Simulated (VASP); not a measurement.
A run of VASP 6.6.1 is set up as follows.

The input POSCAR:

```
NiMoIrPdW
1.0
    2.7404226199      0.0000028600      0.0000000000
   -1.3702137867      2.3732741759      0.0000000000
    0.0000000000      0.0000000000     10.9368963178
Ni Mo Pd Ir W
1 1 1 1 1
Direct
    0.3333333333      0.6666666667      0.5975388786
    0.0000000000      0.0000000000      0.4113093693
    0.6666666667      0.3333333333      0.7939722913
    0.6666666667      0.3333333333      0.2002592757
    0.3333333333      0.6666666667      0.9969201852
```

Contents of INCAR.step1:

```
SYSTEM = NiMoIrPdW
  PREC = Accurate
  ENCUT = 520
  ISMEAR = -1
  SIGMA = 0.05
  LREAL = .False.
  LASPH = .True.
  NELM = 150
  ISPIN = 2
  MAGMOM = 1 1 0 0.6 0
  LMAXMIX = 4
  NBANDS = 40
  GGA = PE
  ALGO = Normal
  EDIFF = 1E-4
  LWAVE = .True.
  LCHARG = .False.
```

File INCAR.step2:

```
SYSTEM = NiMoIrPdW
  PREC = Accurate
  ENCUT = 520
  EDIFF = 1E-6
  ISMEAR = -1
  SIGMA = 0.05
  LREAL = .False.
  LASPH = .True.
  NELM = 150
  ALGO = Normal
  ISIF = 2
  LWAVE = .False.
  LCHARG = .True.
  ISPIN = 2
  MAGMOM = 1 1 0 0.6 0
  LORBIT = 11
  LMAXMIX = 4
  METAGGA = R2SCAN
  LMIXTAU = .True.
  IVDW = 13
  VDW_S6 = 1.0
  VDW_S8 = 0.6018749
  VDW_A1 = 0.51559235
  VDW_A2 = 5.77342911
  LELF = .True.
  LVHAR = .True.
  NBANDS = 40
  ISTART = 1
```

The input KPOINTS:

```
regular mesh
0
Gamma
  8 8 2
  0 0 0
```

Potentials or basis: VASP PAW PBE potentials, release 64 (Ni, Mo_sv, Pd, Ir, W_sv).

The run is started by

```sh
$ cat potpaw_PBE.64/Ni/POTCAR potpaw_PBE.64/Mo_sv/POTCAR potpaw_PBE.64/Pd/POTCAR potpaw_PBE.64/Ir/POTCAR potpaw_PBE.64/W_sv/POTCAR > POTCAR
$ cp INCAR.step1 INCAR
$ mpirun -np 1 vasp_std > vasp.out
$ cp INCAR.step2 INCAR
$ mpirun -np 1 vasp_std > vasp.out
```

Problem. What does it give for the pressure?

Solution. 1.2 GPa.

Problem. Estimate the net moment.

Solution. 0.00 μB per cell.

Problem. Estimate the dispersion energy per atom.

Solution. -0.209 eV.

Forces on the atoms (eV/Å):
```
Ni   0.000  0.000  0.017
Mo   0.000  0.000  0.029
Pd   0.000  0.000 -0.040
Ir   0.000  0.000  0.029
W    0.000  0.000 -0.035
```

Caveat: the PAW data sets were made with another functional, which shifts forces and pressure a little.
